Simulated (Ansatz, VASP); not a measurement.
Two plane-wave programs on Mg4CdS3

```xyz
8
Lattice="5.0891 0.0000 0.0000 0.0000 5.0891 0.0000 0.0000 0.0000 5.0891" Properties=species:S:1:pos:R:3 pbc="T T T"
Mg    2.5446    0.0000    0.0000
Mg    2.5446    2.5446    2.5446
Mg    0.0000    0.0000    2.5446
Mg    0.0000    2.5446    0.0000
Cd    0.0000    0.0000    0.0000
S     0.0000    2.5446    2.5446
S     2.5446    0.0000    2.5446
S     2.5446    2.5446    0.0000
```

Change from the starting cell: species swapped into the Mg3ZnO4 type (Pm-3m, No. 221).

Alike in both runs: task relaxation of cell and atoms; functional PBE; k mesh 3 × 3 × 3; occupations gaussian, width 0.2 eV; no spin polarisation.

|  | VASP | Ansatz |
| --- | --- | --- |
| version | VASP 6.6.1 | Ansatz 0.2.0 |
| potentials or method | VASP PAW PBE potentials, release 64 (Mg, Cd, S), cutoff 600 eV | scalar-relativistic, plane waves, PAW |
| valence electrons in the cell | 38 | 78 |

|  | VASP | Ansatz | Ansatz less VASP |
| --- | --- | --- | --- |
| gap on the k mesh at the Fermi level, each at its own relaxed structure (eV) | none | none | - |
| relaxed volume (Å³/atom) | 19.95 | 20.08 | +0.130 |
| relaxed cell length with the largest relative difference (Å) | 5.424 | 5.436 | +0.0118 |

A gap of «none» marks a metal or a gap that the smearing closes. VASP's potentials hold 38 valence electrons a cell and Ansatz's 78, so a difference there can come from the potentials and not from the codes.

The k mesh is coarse, so the values compare programs but aren't converged. Noted on VASP's run: the volume moved by over 15 % at a fixed basis, so the end points are rough.
